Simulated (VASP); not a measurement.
Set up this calculation in VASP 6.6.1, as the native input.

- Task: single point
- Functional: r2SCAN
- Potentials or basis: VASP PAW PBE potentials, release 64 (Mg, I)
- Cutoff: 520 eV
- k mesh: 12 × 12 × 4
- Occupations: gaussian, width 0.01 eV
- Spin: no spin polarisation
- Dipole correction: no
- Further INCAR settings: ALGO = Normal; EDIFF = 1e-07; NBANDS = 15

The system is MgI2.

```
CELL_PARAMETERS angstrom
4.15721 0.00000 0.00000
-2.07861 3.60025 0.00000
0.00000 0.00000 6.77023
ATOMIC_POSITIONS crystal
Mg 0.00000 0.00000 0.00000
I 0.33333 0.66667 0.24542
I 0.66667 0.33333 0.75458
```

This cell differs from its parent crystal: uniaxial z strain -1.5%.

The input as run:

POSCAR

```
MgI2
1.0
    4.1572130815      0.0000000000      0.0000000000
   -2.0786065407      3.6002521375      0.0000000000
    0.0000000000      0.0000000000      6.7702252789
Mg I
1 2
Direct
    0.0000000000      0.0000000000      0.0000000000
    0.3333333333      0.6666666667      0.2454183087
    0.6666666667      0.3333333333      0.7545816913
```

INCAR.step1

```
SYSTEM = MgI2
  PREC = Accurate
  ENCUT = 520
  ISMEAR = 0
  SIGMA = 0.01
  LREAL = .False.
  LASPH = .True.
  NELM = 100
  NBANDS = 15
  GGA = PE
  ALGO = Normal
  EDIFF = 1E-4
  LWAVE = .True.
  LCHARG = .False.
```

INCAR.step2

```
SYSTEM = MgI2
  PREC = Accurate
  ENCUT = 520
  EDIFF = 1E-7
  ISMEAR = 0
  SIGMA = 0.01
  LREAL = .False.
  LASPH = .True.
  NELM = 100
  ALGO = Normal
  ISIF = 2
  LWAVE = .False.
  LCHARG = .False.
  METAGGA = R2SCAN
  LMIXTAU = .True.
  NBANDS = 15
  ISTART = 1
```

KPOINTS

```
Automatic mesh
0
Gamma
  12 12 4
  0 0 0
```

Potentials or basis: VASP PAW PBE potentials, release 64 (Mg, I).

Run with:

```sh
$ cat potpaw_PBE.64/Mg/POTCAR potpaw_PBE.64/I/POTCAR > POTCAR
$ cp INCAR.step1 INCAR
$ mpirun -np 1 vasp_std > vasp.out
$ cp INCAR.step2 INCAR
$ mpirun -np 1 vasp_std > vasp.out
```

It gave:

The pressure is 0.7 GPa. The largest force is 0.045 eV/Å and the band gap on the k mesh is 4.03 eV (least direct gap 4.42 eV).

Caveat: the cell differs from its parent crystal (uniaxial z strain -1.5%); the PAW data sets were made with another functional, which shifts forces and pressure a little; spin-orbit coupling is left out, which moves the levels of the heavy elements.

It took 5.7 min on 1 thread of Intel(R) Xeon(R) Platinum 8259CL CPU @ 2.50GHz (Skylake/Cascade Lake), with other jobs on the host, peak memory 0.3 GiB.
